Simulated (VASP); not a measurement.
# LiMg (Pmma) in VASP: notebook, part 2 of 2

VASP 6.6.1. The steps go on from the part before.

### Step 4. Single point, LDA

This run uses another cell than the first one, of 20.75 Å³/atom, 1.051 times its volume.

INCAR

```
  PREC = Accurate
  ENCUT = 520
  EDIFF = 1E-6
  ISMEAR = 1
  SIGMA = 0.05
  LREAL = False
  LASPH = True
  NELM = 100
  ALGO = Normal
  ISIF = 2
  LWAVE = False
  LCHARG = False
  NBANDS = 13
```

KPOINTS

```
Automatic mesh
0
Gamma
  5 7 5
```

POSCAR

```
LiMg
1.0
    4.9532270479      0.0000000000      0.0000000000
    0.0000000000      3.3678556156      0.0000000000
    0.0000000000      0.0000000000      4.9747373699
Li Mg
2 2
Direct
    0.7500000000      0.0000000000      0.2571170000
    0.2500000000      0.0000000000      0.7428830000
    0.2500000000      0.5000000000      0.2438730000
    0.7500000000      0.5000000000      0.7561270000
```

Potentials or basis: VASP PAW LDA potentials, release 64 (Li_sv, Mg).

Command:

```console
$ cat potpaw_LDA.64/Li_sv/POTCAR potpaw_LDA.64/Mg/POTCAR > POTCAR
$ mpirun -np 1 vasp_std > vasp.out
```

OUTCAR:

```text
PREC = Accurate
   ENCUT = 520
   EDIFF = 1E-6
   ISMEAR = 1
   LREAL = False
   LASPH = True
   NELM = 100
   ISIF = 2

 ion  position               nearest neighbor table
   1  0.750  0.000  0.257-   3 3.00   3 3.00   3 3.00   3 3.00   4 3.00   4 3.00   4 3.01   4 3.01

   2  0.250  0.000  0.743-   4 3.00   4 3.00   4 3.00   4 3.00   3 3.00   3 3.00   3 3.01   3 3.01

   3  0.250  0.500  0.244-   1 3.00   1 3.00   1 3.00   1 3.00   2 3.00   2 3.00   2 3.01   2 3.01
                             4 3.47   4 3.47   4 3.55   4 3.55
   4  0.750  0.500  0.756-   2 3.00   2 3.00   2 3.00   2 3.00   1 3.00   1 3.00   1 3.01   1 3.01
                             3 3.47   3 3.47   3 3.55   3 3.55

  LATTYP: Found a simple orthorhombic cell.
 ALAT       =     3.3678556156
 B/A-ratio  =     1.4707361637
 C/A-ratio  =     1.4771231127

  Lattice vectors:

 A1 = (   0.0000000000,  -3.3678556156,   0.0000000000)
 A2 = (   4.9532270479,   0.0000000000,   0.0000000000)
 A3 = (   0.0000000000,   0.0000000000,   4.9747373699)

Analysis of symmetry for initial positions (statically):
=====================================================================
 Subroutine PRICEL returns:
 Original cell was already a primitive cell.

[... 189 lines left out ...]
      3      -3.8671      2.00000
      4       0.9066      2.00000
      5       0.9405      2.00000
      6       1.5203      2.00018
      7       3.6369      0.00000
      8       6.1623      0.00000
      9       6.2004      0.00000
     10       7.1486      0.00000
     11       7.2407      0.00000
     12       7.6611      0.00000
     13      11.6158      0.00000
[... 354 lines left out ...]
  band No.  band energies     occupation
      1     -43.7126      2.00000
      2     -43.7119      2.00000
      3      -0.7363      2.00000
      4       0.3439      2.00000
      5       1.0622      2.00000
      6       1.7143     -0.01338
      7       3.1966      0.00000
      8       4.0507      0.00000
      9       4.6790      0.00000
     10       5.7426      0.00000
     11       7.4196      0.00000
     12       8.3307      0.00000
     13       8.6312      0.00000

 [... further k-points ...]
[... 5 lines left out ...]
  --------------------------------------------------------------------------------------
  -------------------------------------------------------------------------------------
  Total       -1.1585828     -1.1914627     -1.2527502      0.0000000      0.0000000      0.0000000
  in kB      -22.3679296    -23.0027189    -24.1859525      0.0000000      0.0000000      0.0000000
  external PRESSURE =     -23.1855337 kB  Pullay stress =       0.0000000 kB

 VOLUME and BASIS-vectors are now :
 -----------------------------------------------------------------------------
  energy-cutoff  :      520.00
  volume of cell :       82.99
      direct lattice vectors                 reciprocal lattice vectors
     4.953227048  0.000000000  0.000000000     0.201888585  0.000000000  0.000000000
     0.000000000  3.367855616  0.000000000     0.000000000  0.296924843  0.000000000
     0.000000000  0.000000000  4.974737370     0.000000000  0.000000000  0.201015637

 POSITION                                       TOTAL-FORCE (eV/Angst)
 -----------------------------------------------------------------------------------
      3.71492      0.00000      1.27909         0.000000      0.000000     -0.015880
      1.23831      0.00000      3.69565         0.000000      0.000000      0.015880
      1.23831      1.68393      1.21320         0.000000      0.000000     -0.001486
      3.71492      1.68393      3.76153         0.000000      0.000000      0.001486
 -----------------------------------------------------------------------------------
    total drift:                                0.000000     -0.000000     -0.000000

  FREE ENERGIE OF THE ION-ELECTRON SYSTEM (eV)
  ---------------------------------------------------
  free  energy   TOTEN  =        -7.9730417871 eV

  energy  without entropy=       -7.9730080998  energy(sigma->0) =       -7.97303056
```

It took 25 s on 1 thread of Intel Xeon Platinum 8488C (Sapphire Rapids), shared host; peak memory 0.18 GiB.

What came out:

```
Free energy            : -7.9730 eV
Largest force          : 0.016 eV/Å
Band gap on the k mesh : zero (band 5 reaches 3.20 eV, above the bottom of band 6 at 0.31 eV)
```

Forces on the atoms (eV/Å):
```
Li   0.000  0.000 -0.016
Li   0.000  0.000  0.016
Mg   0.000  0.000 -0.001
Mg   0.000  0.000  0.001
```

Caveat: the cutoff is under 1.25 times the usual one of these potentials, so pressure, stress and relaxed cells hold a basis-set (Pulay) error.

### Step 5. Single point, LDA

This run uses another cell than the first one, of 21.25 Å³/atom, 1.077 times its volume.

INCAR

```
PREC = Accurate ; ENCUT = 520
EDIFF = 1E-6 ; ISMEAR = 1
SIGMA = 0.05 ; LREAL = F
LASPH = T ; NELM = 80
ALGO = Normal ; ISIF = 2
LWAVE = F ; LCHARG = F
NBANDS = 13
```

KPOINTS is that of step 4.

POSCAR

```
LiMg
1.0
    4.9931741524      0.0000000000      0.0000000000
    0.0000000000      3.3950169145      0.0000000000
    0.0000000000      0.0000000000      5.0148579523
Li Mg
2 2
Direct
    0.7500000000      0.0000000000      0.2571170000
    0.2500000000      0.0000000000      0.7428830000
    0.2500000000      0.5000000000      0.2438730000
    0.7500000000      0.5000000000      0.7561270000
```

Command:

```console
$ cat potpaw_LDA.64/Li_sv/POTCAR potpaw_LDA.64/Mg/POTCAR > POTCAR
$ mpirun -np 1 vasp_std > vasp.out
```

Run time: 24 s. Hardware: 1 thread of Intel Xeon Platinum 8488C (Sapphire Rapids), shared host; peak memory 0.18 GiB.

Results (log left out):

```
Free energy            : -7.9416 eV
Largest force          : 0.015 eV/Å
Band gap on the k mesh : zero (band 5 reaches 3.09 eV, above the bottom of band 6 at 0.23 eV)
```

Forces in eV/Å, atoms in the order of the input:
```
Li   0.000  0.000 -0.015
Li   0.000  0.000  0.015
Mg   0.000  0.000 -0.003
Mg   0.000  0.000  0.003
```

Levels at points of the mesh, in eV from the Fermi level:
| k point | band 1 | band 2 | band 3 | band 4 | band 5 | band 6 | band 7 | band 8 | band 9 | band 10 |
| --- | --- | --- | --- | --- | --- | --- | --- | --- | --- | --- |
| (0.00, 0.00, 0.00) | -45.43 | -45.43 | -5.47 | -0.74 | -0.71 | -0.20 | 1.93 | 4.42 | 4.45 | 5.39 |

Caveat: the cutoff is under 1.25 times the usual one of these potentials, so pressure, stress and relaxed cells hold a basis-set (Pulay) error.

### Step 6. Single point, LDA

This run uses another cell than the first one, of 21.76 Å³/atom, 1.103 times its volume.

INCAR

```
PREC = Accurate ; ENCUT = 520
EDIFF = 1E-6 ; ISMEAR = 1
SIGMA = 0.05 ; LREAL = False
LASPH = True ; NELM = 80
ALGO = Normal ; ISIF = 2
LWAVE = False ; LCHARG = False
GGA = CA ; NBANDS = 13
```

KPOINTS

```
regular mesh
0
Gamma
  5 7 5
```

POSCAR

```
LiMg
1.0
    5.0324921031      0.0000000000      0.0000000000
    0.0000000000      3.4217504318      0.0000000000
    0.0000000000      0.0000000000      5.0543466486
Li Mg
2 2
Direct
    0.7500000000      0.0000000000      0.2571170000
    0.2500000000      0.0000000000      0.7428830000
    0.2500000000      0.5000000000      0.2438730000
    0.7500000000      0.5000000000      0.7561270000
```

Potentials or basis: VASP PAW LDA potentials, release 64 (Li_sv, Mg).

Command:

```console
$ cat potpaw_LDA.64/Li_sv/POTCAR potpaw_LDA.64/Mg/POTCAR > POTCAR
$ mpirun -np 1 vasp_std > vasp.out
```

Run time: 20 s. Hardware: 1 thread of Intel Xeon Platinum 8488C (Sapphire Rapids), shared host; peak memory 0.18 GiB.

It converged, with:

| Quantity | Value |
| --- | --- |
| Free energy | -7.9049 eV |
| Largest force | 0.015 eV/Å |
| Band gap on the k mesh | zero (band 5 reaches 2.99 eV, above the bottom of band 6 at 0.15 eV) |

Forces in eV/Å, atoms in the order of the input:
```
Li   0.000  0.000 -0.015
Li   0.000  0.000  0.015
Mg   0.000  0.000 -0.004
Mg   0.000  0.000  0.004
```

Levels at points of the mesh, in eV from the Fermi level:
```tsv
k point	band 3	band 4	band 5	band 6	band 7	band 8
(0.00, 0.00, 0.00)	-5.40	-0.72	-0.69	-0.24	1.90	4.35
```

Caveat: the cutoff is under 1.25 times the usual one of these potentials, so pressure, stress and relaxed cells hold a basis-set (Pulay) error.

### Step 7. Single point, LDA

This run uses another cell than the first one, of 22.26 Å³/atom, 1.128 times its volume.

INCAR

```
  PREC = Accurate
  ENCUT = 520
  EDIFF = 1E-6
  ISMEAR = 1
  SIGMA = 0.05
  LREAL = False
  LASPH = True
  NELM = 80
  ALGO = Normal
  ISIF = 2
  LWAVE = False
  LCHARG = False
  NBANDS = 13
```

KPOINTS

```
Automatic mesh
0
Gamma
  5 7 5
```

POSCAR

```
LiMg
1.0
    5.0712051022      0.0000000000      0.0000000000
    0.0000000000      3.4480726234      0.0000000000
    0.0000000000      0.0000000000      5.0932277662
Li Mg
2 2
Direct
    0.7500000000      0.0000000000      0.2571170000
    0.2500000000      0.0000000000      0.7428830000
    0.2500000000      0.5000000000      0.2438730000
    0.7500000000      0.5000000000      0.7561270000
```

Command:

```console
$ cat potpaw_LDA.64/Li_sv/POTCAR potpaw_LDA.64/Mg/POTCAR > POTCAR
$ mpirun -np 1 vasp_std > vasp.out
```

It took 23 s on 1 thread of Intel Xeon Platinum 8488C (Sapphire Rapids), shared host; peak memory 0.18 GiB.

It converged, with:

| Property | Result |
| --- | --- |
| Free energy | -7.8639 eV |
| Largest force | 0.014 eV/Å |
| Band gap on the k mesh | zero (band 5 reaches 2.89 eV, above the bottom of band 6 at 0.07 eV) |

Forces in eV/Å, atoms in the order of the input:
```
Li   0.000  0.000 -0.014
Li   0.000  0.000  0.014
Mg   0.000  0.000 -0.005
Mg   0.000  0.000  0.005
```

Levels at points of the mesh, in eV from the Fermi level:
| k point | band 2 | band 3 | band 4 | band 5 | band 6 | band 7 | band 8 | band 9 |
| --- | --- | --- | --- | --- | --- | --- | --- | --- |
| (0.00, 0.00, 0.00) | -45.51 | -5.33 | -0.69 | -0.66 | -0.27 | 1.87 | 4.29 | 4.32 |

Caveat: the cutoff is under 1.25 times the usual one of these potentials, so pressure, stress and relaxed cells hold a basis-set (Pulay) error.

### Step 8. The runs side by side

```csv
cell,gap on the mesh (eV),largest force (eV/Å)
"a = 4.871, b = 3.312, c = 4.892 Å, 4 atoms",none,0.02
"a = 4.913, b = 3.340, c = 4.934 Å, 4 atoms",none,0.02
"a = 4.953, b = 3.368, c = 4.975 Å, 4 atoms",none,0.02
"a = 4.993, b = 3.395, c = 5.015 Å, 4 atoms",none,0.02
"a = 5.032, b = 3.422, c = 5.054 Å, 4 atoms",none,0.01
"a = 5.071, b = 3.448, c = 5.093 Å, 4 atoms",none,0.01
```

Alike in all rows: task single point; level LDA; potentials or basis VASP PAW LDA potentials, release 64 (Li_sv, Mg); no spin polarisation; k mesh 5 × 7 × 5; cutoff (eV) 520; smearing methfessel-paxton 0.05 eV.

Caveats: the cutoff is under 1.25 times the usual one of these potentials, so pressure, stress and relaxed cells hold a basis-set (Pulay) error.

Total energies depend on the potentials used, so only differences within one code and one set of settings carry meaning.
